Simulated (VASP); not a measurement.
Here is a VASP 6.6.1 calculation.

INCAR

```
SYSTEM = La
PREC = Accurate ; ENCUT = 600
EDIFF = 1E-6 ; ISMEAR = 0
SIGMA = 0.1 ; LREAL = .False.
LASPH = .True. ; NELM = 100
ALGO = Normal ; ISIF = 3
LWAVE = .False. ; LCHARG = .False.
GGA = PE ; IBRION = 2
NSW = 90 ; EDIFFG = -0.04
```

The input KPOINTS:

```
Automatic mesh
0
Gamma
  4 4 4
  0 0 0
```

Contents of POSCAR:

```
La
1.0
    4.0677795400      0.0000000000      0.0000000000
    0.0000000000      4.0677795400      0.0000000000
    0.0000000000      0.0000000000      4.0602067100
La
1
Direct
    0.0000000000      0.0000000000      0.5000000000
```

Potentials or basis: VASP PAW PBE potentials, release 64 (La).

The run is started by

```bash
$ cat potpaw_PBE.64/La/POTCAR > POTCAR
$ mpirun -np 1 vasp_std > vasp.out
```

Task: Predict the relaxed volume.

Result: 37.58 Å³/atom.

Task: Predict the space group after relaxing (to 0.05 Å).

Result: Pm-3m (No. 221).

Task: What does it give for the relaxed cell?

Result: a = 3.352 Å, b = 3.352 Å, c = 3.343 Å, α = 90.00°, β = 90.00°, γ = 90.00°.

Step by step:
| step | energy change (eV) | largest force (eV/Å) | pressure (GPa) | volume (Å³) |
| --- | --- | --- | --- | --- |
| 1 | 0.0000 | 0.0000 | -5.42 | 67.18 |
| 2 | -0.6202 | 0.0000 | -3.84 | 47.41 |
| 3 | -0.7403 | 0.0000 | -1.34 | 40.35 |
| 4 | -0.7519 | 0.0000 | -0.08 | 37.58 |

Caveat: the k points lie up to 0.47 Å⁻¹ apart in the final cell; the volume moved by over 15 % at a fixed basis, so the end points are rough.
